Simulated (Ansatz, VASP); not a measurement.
One calculation of C, two programs

```xyz
8
Lattice="-1.2325 -2.1347 0.0000 1.2325 -2.1347 0.0000 0.0000 0.0000 14.4769" Properties=species:S:1:pos:R:3 pbc="T T T"
C     0.0000   -4.2695   11.7916
C     0.0000   -4.2695    5.0532
C     0.0000    0.0000    1.6839
C     0.0000    0.0000    8.4224
C     0.0000   -2.8463   11.7916
C     0.0000   -2.8463    5.0532
C     0.0000   -1.4232    1.6839
C     0.0000   -1.4232    8.4224
```

Alike in both runs: task single point; functional PBE; dispersion D3(BJ); k mesh 22 × 22 × 4; occupations gaussian, width 0.15 eV; no spin polarisation.

|  | VASP | Ansatz |
| --- | --- | --- |
| version | VASP 6.6.1 | Ansatz 0.2.0 |
| potentials or method | VASP PAW PBE potentials, release 64 (C), cutoff 520 eV | scalar-relativistic, plane waves, PAW |
| valence electrons in the cell | 32 | 32 |

Ansatz gave:

```
gap on the k mesh at the Fermi level (eV)                     : 0.38
least direct gap on the mesh (eV)                             : 0.38
pressure (GPa)                                                : -0.1
traceless stress, the component that is largest in VASP (GPa) : -0.30
rms of the force components (eV/Å)                            : 0.012
```

Problem. What did VASP give for the same quantities?

Solution. gap on the k mesh at the Fermi level (eV): 0.38; least direct gap on the mesh (eV): 0.38; pressure (GPa): 0.3; traceless stress, the component that is largest in VASP (GPa): -0.79; rms of the force components (eV/Å): 0.012.

Atom by atom the forces differ by 0.000 eV/Å (rms over components).
